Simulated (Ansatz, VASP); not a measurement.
# Ga3P2N in VASP and in Ansatz

```
Ga P N
1.0
     6.01319    0.00000    0.00000
    -3.00660    5.20758    0.00000
     0.00000    0.00000    3.69991
Ga P N
3 2 1
Direct
  0.50000 0.50000 0.53226
  0.50000 0.00000 0.53226
  0.00000 0.50000 0.53226
  0.66667 0.33333 0.03229
  0.33333 0.66667 0.03229
  0.00000 0.00000 0.53227
```

Change from the starting cell: species swapped into the ErCo3Ge2 type (P6mm, No. 183).

Alike in both runs: functional PBE; k mesh 6 × 6 × 4; occupations gaussian, width 0.1 eV; collinear spin.

Ansatz relaxed the structure, and its values are those at the end. VASP's run is a single point on that final structure, the one shown.

|  | VASP | Ansatz |
| --- | --- | --- |
| version | VASP 6.6.1 | Ansatz 0.2.0 |
| potentials or method | VASP PAW PBE potentials, release 64 (Ga_d, P, N), cutoff 520 eV | scalar-relativistic, plane waves, PAW |
| valence electrons in the cell | 54 | 54 |

VASP gave:

| Property | Result |
| --- | --- |
| gap on the k mesh at the Fermi level (eV) | none |
| pressure (GPa) | 0.0 |
| net moment per atom (μB) | 0.37 |
| size of the moment on the site where the two differ most (μB) | 1.32 |

Task: Estimate Ansatz's values.

Result: gap on the k mesh at the Fermi level (eV): none; pressure (GPa): 0.0; net moment per atom (μB): 0.37; size of the moment on the site where the two differ most (μB): 1.86.

Site moments also hang on the region over which each program counts them. A gap of «none» marks a metal or a gap that the smearing closes.

The k mesh is coarse, so the values compare programs but aren't converged.
